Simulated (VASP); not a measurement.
# HgTe in VASP: further runs

Runs on HgTe. Level: PBE. Tasks: single point, relaxation of the atoms.

Program: VASP 6.6.1. These are calculated values, not measurements. Logs are shortened: lines on timing, memory, paths and dates and some standing lists are left out, and cuts for length are marked.

## (1) The cell of the first run

It takes space group I-4m2 (No. 119, tetragonal). Conventional cell: a = 4.559 Å, b = 4.559 Å, c = 6.640 Å, α = 90.00°, β = 90.00°, γ = 90.00°. Within 3.7 Å of Hg (site symmetry -4m2) lie 4 Te at 2.82 Å. Within 3.7 Å of Te (site symmetry -4m2) lie 4 Hg at 2.82 Å.

## (2) Single point, PBE (z stretched by +3 %, then relaxed in part)

Input file INCAR:

```
PREC = Accurate ; ENCUT = 520
EDIFF = 1E-7 ; ISMEAR = -1
SIGMA = 0.05 ; LREAL = F
LASPH = T ; NELM = 60
ALGO = Normal ; ISIF = 2
LWAVE = F ; LCHARG = F
GGA = PE ; NBANDS = 16
```

Input file KPOINTS:

```
Automatic mesh
0
Gamma
  13 13 13
```

Input file POSCAR:

```
HgTe
1.0
    0.0000000000      3.2235000000      3.3202050000
    3.2235000000      0.0000000000      3.3202050000
    3.2235000000      3.2235000000      0.0000000000
Hg Te
1 1
Direct
    0.0000000000      0.0000000000      0.0000000000
    0.2500000000      0.2500000000      0.2500000000
```

Potentials or basis: VASP PAW PBE potentials, release 64 (Hg, Te).

Launch:

```console
cat potpaw_PBE.64/Hg/POTCAR potpaw_PBE.64/Te/POTCAR > POTCAR
mpirun -np 1 vasp_std > vasp.out
```

OUTCAR:

```text
PREC = Accurate
   ENCUT = 520
   EDIFF = 1E-7
   ISMEAR = -1
   LREAL = F
   LASPH = T
   NELM = 60
   ISIF = 2
   GGA = PE

 ion  position               nearest neighbor table
   1  0.000  0.000  0.000-   2 2.82   2 2.82   2 2.82   2 2.82
   2  0.250  0.250  0.250-   1 2.82   1 2.82   1 2.82   1 2.82

  LATTYP: Found a body centered tetragonal cell.
 ALAT       =     4.5587174183
 C/A-ratio  =     1.4566399692

  Lattice vectors:

 A1 = (  -3.2235000000,   0.0000000000,   3.3202050000)
 A2 = (   3.2235000000,   0.0000000000,   3.3202050000)
 A3 = (   0.0000000000,   3.2235000000,  -3.3202050000)

Analysis of symmetry for initial positions (statically):
=====================================================================
 Subroutine PRICEL returns:
 Original cell was already a primitive cell.

 Routine SETGRP: Setting up the symmetry group for a
 body centered tetragonal supercell.

 Subroutine GETGRP returns: Found  8 space group operations
 (whereof  8 operations were pure point group operations)
 out of a pool of 16 trial point group operations.

The static configuration has the point symmetry D_2d.

Analysis of symmetry for dynamics (positions and initial velocities):
=====================================================================
 Subroutine PRICEL returns:
 Original cell was already a primitive cell.

 Routine SETGRP: Setting up the symmetry group for a
 body centered tetragonal supercell.

 Subroutine GETGRP returns: Found  8 space group operations
 (whereof  8 operations were pure point group operations)
 out of a pool of 16 trial point group operations.

The dynamic configuration has the point symmetry D_2d.

 Subroutine INISYM returns: Found  8 space group operations
 (whereof  8 operations are pure point group operations),
 and found     1 'primitive' translations

----------------------------------------------------------------------------------------

                                     Primitive cell

  volume of cell :      69.0002

  direct lattice vectors                    reciprocal lattice vectors
     0.000000000  3.223500000  3.320205000    -0.155110904  0.155110904  0.150593111
     3.223500000  0.000000000  3.320205000     0.155110904 -0.155110904  0.150593111
     3.223500000  3.223500000  0.000000000     0.155110904  0.155110904 -0.150593111

  length of vectors
     4.627603429  4.627603429  4.558717418     0.266077189  0.266077189  0.266077189

  position of ions in fractional coordinates (direct lattice)
     0.000000000  0.000000000  0.000000000
     0.250000000  0.250000000  0.250000000

  ion indices of the primitive-cell ions
   primitive index   ion index
                 1           1
                 2           2

----------------------------------------------------------------------------------------

 KPOINTS: Automatic mesh

Automatic generation of k-mesh.
 Grid dimensions read from file:
 generate k-points for:   13   13   13

 Generating k-lattice:

  Cartesian coordinates                     Fractional coordinates (reciprocal lattice)
    -0.011931608  0.011931608  0.011584085     0.076923077  0.000000000  0.000000000
     0.011931608 -0.011931608  0.011584085     0.000000000  0.076923077  0.000000000
     0.011931608  0.011931608 -0.011584085     0.000000000  0.000000000  0.076923077

  Length of vectors
     0.020467476  0.020467476  0.020467476

  Shift w.r.t. Gamma in fractional coordinates (k-lattice)
     0.000000000  0.000000000  0.000000000

 Subroutine IBZKPT returns following result:
 ===========================================

 Found    196 irreducible k-points:

 Following reciprocal coordinates:
            Coordinates               Weight
  0.000000  0.000000  0.000000      1.000000
  0.076923  0.000000  0.000000      8.000000
  0.153846 -0.000000  0.000000      8.000000
  0.230769  0.000000  0.000000      8.000000
  0.307692 -0.000000  0.000000      8.000000
  0.384615  0.000000  0.000000      8.000000
[... 16 lines left out ...]
  0.384615  0.153846  0.000000      8.000000
  0.461538  0.153846  0.000000      8.000000
 [... further k-points ...]
   k-points           NKPTS =    196   k-points in BZ     NKDIM =    196   number of bands    NBANDS=     16
   number of dos      NEDOS =    301   number of ions     NIONS =      2
   total plane-waves  NPLWV =  46656
   dimension x,y,z NGX =    36 NGY =   36 NGZ =   36
   dimension x,y,z NGXF=    72 NGYF=   72 NGZF=   72
   ions per type =               1   1
   NGX,Y,Z   is equivalent  to a cutoff of  12.93, 12.93, 13.13 a.u.
   NGXF,Y,Z  is equivalent  to a cutoff of  25.87, 25.87, 26.26 a.u.
 SYSTEM =  unknown system
   PREC   = accura    normal or accurate (medium, high low for compatibility)
   ISTART =      0    job   : 0-new  1-cont  2-samecut
   ICHARG =      2    charge: 1-file 2-atom 10-const
   ISPIN  =      1    spin polarized calculation?
   LNONCOLLINEAR =      F non collinear calculations
   LSORBIT =      F    spin-orbit coupling
   LASPH  =      T    aspherical Exc in radial PAW
   ENCUT  =  520.0 eV  38.22 Ry    6.18 a.u.   8.60  8.60  8.48*2*pi/ulx,y,z
   NELM   =     60;   NELMIN=  2; NELMDL= -5     # of ELM steps
   EDIFF  = 0.1E-06   stopping-criterion for ELM
   LREAL  =      F    real-space projection
   EDIFFG = 0.1E-05   stopping-criterion for IOM
   NSW    =      0    number of steps for IOM
   IBRION =     -1    ionic relax: 0-MD 1-quasi-New 2-CG
   NFREE  =      0    steps in history (QN), initial steepest desc. (CG)
   ISIF   =      2    stress and relaxation
   ISYM   =      2    0-nonsym 1-usesym 2-fastsym
   POTIM  = 0.5000    time-step for ionic-motion
   TEBEG  =    0.0;   TEEND  =   0.0 temperature during run
   PSTRESS=    0.0 pullay stress
   NELECT =      18.0000    total number of electrons
   NUPDOWN=      -1.0000    fix difference up-down
   EMIN   =  10.00;   EMAX   =-10.00  energy-range for DOS
   EFERMI =   0.00;   METHOD = LEGACY
   ISMEAR =    -1;   SIGMA  =   0.05  broadening in eV -4-tet -1-fermi 0-gaus
   EFERMI_NEDOS =   21; number of points for ismear=-14 and -15
   IALGO  =     38    algorithm
   IMIX   =      4    mixing-type and parameters
     AMIX     =   0.40;   BMIX     =  1.00
     AMIX_MAG =   1.60;   BMIX_MAG =  1.00
  volume/ion in A,a.u.               =      34.50       232.82
  Fermi-wavevector in a.u.,A,eV,Ry     =   1.046042  1.976732 14.887533  1.094203
  Thomas-Fermi vector in A             =   2.180863
   LORBIT       =      0    0 simple, 1 ext, 2 COOP (PROOUT), +10 PAW based schemes
   GGA     = PE    functional components
   LHFCALC =     F    Hartree Fock is set to
   AEXX    =    0.0000 exact exchange contribution
   IVDW    =     0    specifies the selected vdW correction
   LEPSILON=     F    determine dielectric tensor
   LRPA    =     F    only Hartree local field effects (RPA)
 non-spin polarized calculation
  energy-cutoff  :      520.00
  volume of cell :       69.00
 maximum number of plane-waves:      1881
   NGX = 17   NGY = 17   NGZ = 17

 number of electron      18.0000003 magnetization

 Free energy of the ion-electron system (eV)
  ---------------------------------------------------
  ext. energy  EPLUGINS =         0.00000000
  ---------------------------------------------------
  free energy    TOTEN  =        -3.61365454 eV

  energy without entropy =       -3.61343674  energy(sigma->0) =       -3.61354564

 E-fermi :   2.9898     XC(G=0):  -8.6458

 val. band max:        2.9013811711   @ k =   0.0000   0.0000   0.0000
 cond. band min:       3.2475454761   @ k =   0.0769   0.0000   0.0000
 fundamental gap:      0.3461643050
 Fermi energy:         2.9897800836

 k-point     1 :       0.0000    0.0000    0.0000
  band No.  band energies     occupation
      1      -8.9628      2.00000
      2      -4.3629      2.00000
      3      -4.3555      2.00000
      4      -4.3555      2.00000
      5      -3.8646      2.00000
      6      -3.8455      2.00000
[... 8 lines left out ...]
     15      12.1765      0.00000
     16      12.5211      0.00000

 k-point     2 :       0.0769    0.0000    0.0000
  band No.  band energies     occupation
      1      -8.9342      2.00000
      2      -4.3551      2.00000
      3      -4.3474      2.00000
      4      -4.3453      2.00000
      5      -3.8651      2.00000
      6      -3.8468      2.00000
[... 8 lines left out ...]
     15      11.7256      0.00000
     16      12.0545      0.00000

 k-point     3 :       0.1538   -0.0000    0.0000
  band No.  band energies     occupation
      1      -8.8534      2.00000
      2      -4.3331      2.00000
      3      -4.3252      2.00000
      4      -4.3093      2.00000
      5      -3.8653      2.00000
      6      -3.8496      2.00000
[... 8 lines left out ...]
     15      11.3744      0.00000
     16      11.5945      0.00000

 k-point     4 :       0.2308    0.0000    0.0000
  band No.  band energies     occupation
      1      -8.7354      2.00000
      2      -4.3043      2.00000
      3      -4.2955      2.00000
      4      -4.2299      2.00000
      5      -3.8623      2.00000
      6      -3.8509      2.00000
[... 8 lines left out ...]
     15      11.3277      0.00000
     16      11.4211      0.00000
[... 324 lines left out ...]
 k-point    22 :       0.3077    0.1538    0.0000
  band No.  band energies     occupation
      1      -8.6175      2.00000
      2      -4.2811      2.00000
      3      -4.2309      2.00000
      4      -4.1681      2.00000
      5      -3.8819      2.00000
      6      -3.8269      2.00000
[... 8 lines left out ...]
     15      12.0764      0.00000
     16      12.4580      0.00000

 k-point    23 :       0.3846    0.1538    0.0000
  band No.  band energies     occupation
      1      -8.5003      2.00000
      2      -4.2544      2.00000
      3      -4.2057      2.00000
      4      -4.0258      2.00000
      5      -3.8452      2.00000
      6      -3.8252      2.00000
[... 8 lines left out ...]
     15      12.0433      0.00000
     16      12.7233      0.00000

 k-point    24 :       0.4615    0.1538    0.0000
  band No.  band energies     occupation
      1      -8.4093      2.00000
      2      -4.2379      2.00000
      3      -4.1926      2.00000
      4      -3.9099      2.00000
      5      -3.8276      2.00000
      6      -3.7059      2.00000
[... 8 lines left out ...]
     15      12.2932      0.00000
     16      13.0435      0.00000

 [... further k-points ...]

------------------------ aborting loop because EDIFF is reached ----------------------------------------

  FORCE on cell =-STRESS in cart. coord.  units (eV):
  Direction    XX          YY          ZZ          XY          YZ          ZX
  --------------------------------------------------------------------------------------
  -------------------------------------------------------------------------------------
  Total        1.1866479      1.1866479      1.0081099      0.0000000      0.0000000      0.0000000
  in kB       27.5538442     27.5538442     23.4082105      0.0000000      0.0000000      0.0000000
  external PRESSURE =      26.1719663 kB  Pullay stress =       0.0000000 kB

 VOLUME and BASIS-vectors are now :
 -----------------------------------------------------------------------------
  energy-cutoff  :      520.00
  volume of cell :       69.00
      direct lattice vectors                 reciprocal lattice vectors
     0.000000000  3.223500000  3.320205000    -0.155110904  0.155110904  0.150593111
     3.223500000  0.000000000  3.320205000     0.155110904 -0.155110904  0.150593111
     3.223500000  3.223500000  0.000000000     0.155110904  0.155110904 -0.150593111

 POSITION                                       TOTAL-FORCE (eV/Angst)
 -----------------------------------------------------------------------------------
      0.00000      0.00000      0.00000         0.000000      0.000000     -0.000000
      1.61175      1.61175      1.66010        -0.000000     -0.000000      0.000000
 -----------------------------------------------------------------------------------
    total drift:                               -0.000000     -0.000000     -0.000000

  FREE ENERGIE OF THE ION-ELECTRON SYSTEM (eV)
  ---------------------------------------------------
  free  energy   TOTEN  =        -3.6136545397 eV

  energy  without entropy=       -3.6134367369  energy(sigma->0) =       -3.61354564
```

Wall time 2.2 min (1 thread of Intel Xeon Platinum 8124M at 3.00GHz (Skylake/Cascade Lake), shared host); peak memory 0.37 GiB.

Results:

* Free energy: -3.6137 eV
* Pressure: 2.6 GPa
* Band gap on the k mesh: zero (filled and empty bands touch)

Caveat: the cell differs from its parent crystal (z stretched by +3 %, then relaxed in part); semilocal functionals underestimate gaps, so a narrow gap can read as zero; spin-orbit coupling is left out, which moves the levels of the heavy elements.

## (3) Relaxation of the atoms, PBE (31.49 Å³/atom)

This run uses another cell than the first one, of 31.49 Å³/atom.

Input file INCAR:

```
  PREC = Accurate
  ENCUT = 520
  EDIFF = 1E-7
  ISMEAR = -1
  SIGMA = 0.05
  LREAL = False
  LASPH = True
  NELM = 80
  ALGO = Normal
  ISIF = 2
  LWAVE = False
  LCHARG = False
  GGA = PE
  IBRION = 2
  NSW = 80
  EDIFFG = -0.02
```

Input file KPOINTS:

```
regular mesh
0
Gamma
  13 13 13
```

Input file POSCAR:

```
HgTe
1.0
    0.0000000000      3.1576958214      3.1576958214
    3.1576958214      0.0000000000      3.1576958214
    3.1576958214      3.1576958214      0.0000000000
Hg Te
1 1
Direct
    0.0000000000      0.0000000000      0.0000000000
    0.2500000000      0.2500000000      0.2500000000
```

Potentials or basis: VASP PAW PBE potentials, release 64 (Hg, Te).

Launch:

```console
cat potpaw_PBE.64/Hg/POTCAR potpaw_PBE.64/Te/POTCAR > POTCAR
mpirun -np 1 vasp_std > vasp.out
```

Wall time 2.1 min (1 thread of AMD EPYC 7R43 (Zen 3), shared host); peak memory 0.21 GiB.

Results (log left out):

| Property | Result |
| --- | --- |
| Free energy | -3.4217 eV |
| Pressure after relaxing | 8.0 GPa |
| Band gap on the k mesh | zero (filled and empty bands touch) |

Final structure:
```xyz
2
Lattice="0.0000 3.1577 3.1577 3.1577 0.0000 3.1577 3.1577 3.1577 0.0000" Properties=species:S:1:pos:R:3 pbc="T T T"
Hg    0.0000    0.0000    0.0000
Te    1.5788    1.5788    1.5788
```

Levels at points of the mesh, in eV from the Fermi level:
```
           k point  band 6  band 7  band 8  band 9  band 10  band 11  band 12  band 13
(0.00, 0.00, 0.00)   -7.27   -0.65   -0.10   -0.10    -0.10     3.99     3.99     3.99
```

Caveat: the relaxation stopped at its first step, so nothing moved; semilocal functionals underestimate gaps, so a narrow gap can read as zero; spin-orbit coupling is left out, which moves the levels of the heavy elements.

(Continued in part 2 of 2.)
